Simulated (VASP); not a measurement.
Input of a VASP 6.6.1 run:

The input INCAR:

```
SYSTEM = IrRu2
PREC = Accurate
ENCUT = 520
EDIFF = 1E-7
ISMEAR = 0
SIGMA = 0.1
LREAL = .FALSE.
LASPH = .TRUE.
NELM = 100
ALGO = Fast
ISIF = 2
LWAVE = .FALSE.
LCHARG = .TRUE.
GGA = PE
LELF = .TRUE.
LVHAR = .TRUE.
NBANDS = 26
```

The input KPOINTS:

```
regular mesh
0
G
  12 12 18
  0 0 0
```

Contents of POSCAR:

```
IrRu2
1.0
    4.5982775076      0.0000000000      0.0000000000
   -2.2991387538      3.9822251352      0.0000000000
    0.0000000000      0.0000000000      2.5172958235
Ru Ir
2 1
Direct
    0.3333333333      0.6666666667      0.5000000000
    0.6666666667      0.3333333333      0.5000000000
    0.0000000000      0.0000000000      0.5000000000
```

Potentials or basis: VASP PAW PBE potentials, release 64 (Ru_pv, Ir).

The run is started by

```sh
$ cat potpaw_PBE.64/Ru_pv/POTCAR potpaw_PBE.64/Ir/POTCAR > POTCAR
$ mpirun -np 1 vasp_std > vasp.out
```

(1) What does it give for the band gap on the k mesh?

(2) Estimate the pressure.

Answers

(1) zero (an odd number of electrons rules out a gap without spin polarisation).

(2) 0.1 GPa.

Caveat: spin-orbit coupling is left out, which moves the levels of the heavy elements.
